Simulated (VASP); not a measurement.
Runs of VASP 6.6.1 on Se. The structure is that of space group Fd-3m (No. 227), or close to it. The cells are those of the table. This isn't the form of Se at room conditions, which is trigonal, of chains.

| cell | gap on the mesh (eV) | pressure (GPa) |
| --- | --- | --- |
| a = 4.322 Å, angles 60.0°, 2 atoms | none | 5.1 |
| a = 3.553 Å, angles 60.0°, 2 atoms | none | (b) |
| a = 3.776 Å, angles 60.0°, 2 atoms | none | 54.7 |
| a = 4.477 Å, angles 60.0°, 2 atoms | none | (a) |
| a = 4.156 Å, angles 60.0°, 2 atoms | none | 13.7 |

Alike in all rows: task single point; level PBE; potentials or basis VASP PAW PBE potentials, release 64 (Se); no spin polarisation; k mesh 11 × 11 × 11; cutoff (eV) 520; smearing fermi-dirac 0.1 eV.

Problem. Fill in the values left out.

Solution. (a) 0.0; (b) 105.5.

Caveats: the cell stands under pressure (at least some runs).

A k mesh can miss the band edges, and the runs leave out spin-orbit coupling on Se.

A gap of «none» marks levels without a gap at the run's occupations.
